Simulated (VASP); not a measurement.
# W4N (Pm-3m) in VASP: a series of runs, part 2 of 2

VASP 6.6.1.

## 4. Single point, PBE, collinear spin, zero start

This run uses another cell than the first one, of 15.59 Å³/atom.

File INCAR:

```
PREC = Accurate
ENCUT = 520
EDIFF = 1E-6
ISMEAR = 0
SIGMA = 0.1
LREAL = F
LASPH = T
NELM = 150
ALGO = Normal
ISIF = 2
LWAVE = F
LCHARG = F
ISPIN = 2
MAGMOM = 0 0 0 0 0
LORBIT = 11
LMAXMIX = 4
GGA = PE
NBANDS = 42
```

File KPOINTS:

```
Automatic mesh
0
Gamma
  4 4 4
```

File POSCAR:

```
W4N
1.0
    4.2714613000      0.0000000000      0.0000000000
    0.0000000000      4.2714613000      0.0000000000
    0.0000000000      0.0000000000      4.2714613000
W N
4 1
Direct
    0.5000000000      0.0000000000      0.0000000000
    0.0000000000      0.5000000000      0.0000000000
    0.0000000000      0.0000000000      0.5000000000
    0.5000000000      0.5000000000      0.5000000000
    0.0000000000      0.0000000000      0.0000000000
```

Potentials or basis: VASP PAW PBE potentials, release 64 (W_sv, N).

The run is started by

```sh
$ cat potpaw_PBE.64/W_sv/POTCAR potpaw_PBE.64/N/POTCAR > POTCAR
$ mpirun -np 1 vasp_std > vasp.out
```

OUTCAR:

```text
PREC = Accurate
   ENCUT = 520
   EDIFF = 1E-6
   ISMEAR = 0
   LREAL = F
   LASPH = T
   NELM = 150
   ISIF = 2
   ISPIN = 2
   LORBIT = 11
   GGA = PE

 ion  position               nearest neighbor table
   1  0.500  0.000  0.000-   5 2.14   5 2.14   4 3.02   2 3.02   3 3.02   4 3.02   2 3.02   4 3.02
                             4 3.02   2 3.02   3 3.02   3 3.02   3 3.02   2 3.02
   2  0.000  0.500  0.000-   5 2.14   5 2.14   4 3.02   1 3.02   3 3.02   4 3.02   1 3.02   3 3.02
                             3 3.02   3 3.02   1 3.02   4 3.02   4 3.02   1 3.02
   3  0.000  0.000  0.500-   5 2.14   5 2.14   4 3.02   1 3.02   1 3.02   2 3.02   2 3.02   2 3.02
                             4 3.02   2 3.02   1 3.02   4 3.02   1 3.02   4 3.02
   4  0.500  0.500  0.500-   1 3.02   2 3.02   3 3.02   1 3.02   2 3.02   1 3.02   3 3.02   1 3.02
                             2 3.02   3 3.02   2 3.02   3 3.02
   5  0.000  0.000  0.000-   1 2.14   2 2.14   3 2.14   3 2.14   2 2.14   1 2.14

  LATTYP: Found a simple cubic cell.
 ALAT       =     4.2714613000

  Lattice vectors:

 A1 = (   4.2714613000,   0.0000000000,   0.0000000000)
 A2 = (   0.0000000000,   4.2714613000,   0.0000000000)
 A3 = (   0.0000000000,   0.0000000000,   4.2714613000)

[... 1100 lines left out ...]
  Total      -11.8634337    -11.8634337    -11.8634337     -0.0000000      0.0000000     -0.0000000
  in kB     -243.8886340   -243.8886340   -243.8886340     -0.0000000      0.0000000     -0.0000000
  external PRESSURE =    -243.8886340 kB  Pullay stress =       0.0000000 kB

 VOLUME and BASIS-vectors are now :
 -----------------------------------------------------------------------------
  energy-cutoff  :      520.00
  volume of cell :       77.93
      direct lattice vectors                 reciprocal lattice vectors
     4.271461300  0.000000000  0.000000000     0.234111919  0.000000000  0.000000000
     0.000000000  4.271461300  0.000000000     0.000000000  0.234111919  0.000000000
     0.000000000  0.000000000  4.271461300     0.000000000  0.000000000  0.234111919

 POSITION                                       TOTAL-FORCE (eV/Angst)
 -----------------------------------------------------------------------------------
      2.13573      0.00000      0.00000         0.000000      0.000000      0.000000
      0.00000      2.13573      0.00000         0.000000      0.000000      0.000000
      0.00000      0.00000      2.13573         0.000000      0.000000      0.000000
      2.13573      2.13573      2.13573         0.000000      0.000000      0.000000
      0.00000      0.00000      0.00000         0.000000      0.000000      0.000000
 -----------------------------------------------------------------------------------
    total drift:                                0.000000      0.000000     -0.000000

  FREE ENERGIE OF THE ION-ELECTRON SYSTEM (eV)
  ---------------------------------------------------
  free  energy   TOTEN  =       -58.8621936816 eV

  energy  without entropy=      -58.8159347425  energy(sigma->0) =      -58.83906421

 total charge

# of ion       s       p       d       tot
------------------------------------------
    1        2.330   6.270   3.261  11.861
    2        2.330   6.270   3.261  11.861
    3        2.330   6.270   3.261  11.861
    4        2.352   6.217   3.169  11.737
    5        1.235   2.530   0.000   3.765
--------------------------------------------------
tot         10.576  27.556  12.953  51.085

 magnetization (x)

# of ion       s       p       d       tot
------------------------------------------
    1       -0.000  -0.000  -0.000  -0.000
    2       -0.000  -0.000  -0.000  -0.000
    3       -0.000  -0.000  -0.000  -0.000
    4       -0.000  -0.000  -0.000  -0.000
    5        0.000  -0.000   0.000  -0.000
--------------------------------------------------
tot         -0.000  -0.000  -0.000  -0.000
```

stdout:

```text
POSCAR found type information on POSCAR W N
 POSCAR found :  2 types and       5 ions
 scaLAPACK will be used
 LDA part: xc-table for (Slater+PW92), standard interpolation
 POSCAR, INCAR and KPOINTS ok, starting setup
 FFT: planning ... GRIDC
 FFT: planning ... GRID_SOFT
 FFT: planning ... GRID
 WAVECAR not read
 entering main loop
```

It took 2.3 min on 1 thread of Intel Xeon 8259CL, shared host; peak memory 0.22 GiB.

What came out:

```yaml
Free_energy: -58.8622 eV
Pressure: -24.4 GPa
Net_moment: 0.00 μB per cell
Valence_electrons_inside_the_program's_atomic_spheres: W 11.86, 11.74 (each value once); N 3.77
```

Caveat: the k points lie up to 0.37 Å⁻¹ apart; no moment was typed at the start, so none could form; spin-orbit coupling is left out, which moves the levels of the heavy elements.

## 5. The runs side by side

```tsv
spin	cell	gap on the mesh (eV)	pressure (GPa)
off	a = 4.135 Å, 5 atoms	none	0.6
off	a = 4.271 Å, 5 atoms	none	-24.4
collinear, zero start	a = 4.271 Å, 5 atoms	none	-24.4
```

Alike in all rows: task single point; level PBE; potentials or basis VASP PAW PBE potentials, release 64 (W_sv, N); k mesh 4 × 4 × 4; cutoff (eV) 520; smearing gaussian 0.1 eV.

Caveats: all runs use coarse meshes; spin-orbit coupling is left out, which moves the levels of the heavy elements; no moment was typed at the start, so none could form (at least some runs).

Absolute energies hang on the potentials; compare differences alone.
